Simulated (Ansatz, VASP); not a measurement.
## BaC5 in VASP and in Ansatz

```
CELL_PARAMETERS angstrom
5.13529 0.00000 0.00000
-2.56765 4.44730 0.00000
0.00000 0.00000 2.75993
ATOMIC_POSITIONS crystal
Ba 0.00000 0.00000 0.00000
C 0.50000 0.00000 0.00000
C 0.00000 0.50000 0.00000
C 0.50000 0.50000 0.00000
C 0.33333 0.66667 0.50000
C 0.66667 0.33333 0.50000
```

Alike in both runs: functional PBE; k mesh 6 × 6 × 6; occupations gaussian, width 0.1 eV; no spin polarisation.

Ansatz relaxed the structure, and its values are those at the end. VASP's run is a single point on that final structure, the one shown.

```csv
,VASP,Ansatz
version,VASP 6.6.1,Ansatz 0.2.0
potentials or method,"VASP PAW PBE potentials, release 64 (Ba_sv, C), cutoff 520 eV","scalar-relativistic, plane waves, PAW"
valence electrons in the cell,30,30
```

```csv
,VASP,Ansatz,Ansatz less VASP
gap on the k mesh at the Fermi level (eV),none,none,-
pressure (GPa),3.7,-0.2,-3.98
```

A gap of «none» marks a metal or a gap that the smearing closes. One of these differences is far larger than is usual between the two programs; its cause wasn't traced.

The k mesh is coarse, so the values compare programs but aren't converged. Neither program's run includes spin-orbit coupling.
